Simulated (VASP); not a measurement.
Set up this calculation in VASP 6.6.1, as the native input.

* Task: single point
* Functional: PBE
* Potentials or basis: VASP PAW PBE potentials, release 64 (Sb, Sn_d, Fe)
* Cutoff: 520 eV
* k mesh: 7 × 7 × 5
* Occupations: fermi-dirac, width 0.05 eV
* Spin: collinear spin, ferromagnetic start
* Starting moments: [0.0, 0.0, 3.0, 3.0, 3.0] μB
* Dipole correction: no
* Further INCAR settings: ALGO = Normal; EDIFF = 1e-07; NBANDS = 34

The structure of Fe3SnSb lies in POSCAR:

```
Fe3SnSb
1.0
    4.2381898512      0.0000000000      0.0000000000
   -2.1190949256      3.6703800773      0.0000000000
    0.0000000000      0.0000000000      5.4354054112
Sb Sn Fe
1 1 3
Direct
    0.3333333333      0.6666666667      0.8204750000
    0.0000000000      0.0000000000      0.1786800000
    0.6666666667      0.3333333333      0.4975580000
    0.3333333333      0.6666666667      0.3418710000
    0.0000000000      0.0000000000      0.6614150000
```

These files were run (other wordings do the same):

INCAR

```
ALGO = Normal ; EDIFF = 1E-7
ENCUT = 520 ; GGA = PE
ISIF = 2 ; ISMEAR = -1
ISPIN = 2 ; LASPH = True
LCHARG = False ; LMAXMIX = 4
LORBIT = 11 ; LREAL = False
LWAVE = False ; MAGMOM = 0 0 3 3 3
NBANDS = 34 ; NELM = 150
PREC = Accurate ; SIGMA = 0.05
```

KPOINTS

```
k-points
0
Gamma
  7 7 5
```

Potentials or basis: VASP PAW PBE potentials, release 64 (Sb, Sn_d, Fe).

Launch:

```console
$ cat potpaw_PBE.64/Sb/POTCAR potpaw_PBE.64/Sn_d/POTCAR potpaw_PBE.64/Fe/POTCAR > POTCAR
$ mpirun -np 1 vasp_std > vasp.out
```

It gave:

| Quantity | Value |
| --- | --- |
| Pressure | -1.5 GPa |
| Largest force | 0.082 eV/Å |
| Net moment | 5.98 μB per cell |
| Site moments | Sb -0.04; Sn -0.09; Fe +2.69, +1.84, +1.64 μB |
| Valence electrons inside the program's atomic spheres | Sb 2.45; Sn 12.41; Fe 6.96, 7.22, 7.24 |

Caveat: only a ferromagnetic start was run, and an antiferromagnetic order may lie lower in energy.

It took 5.2 min on 1 thread of Oxide Virtual Turin-like Processor, with other jobs on the host, peak memory 0.28 GiB.
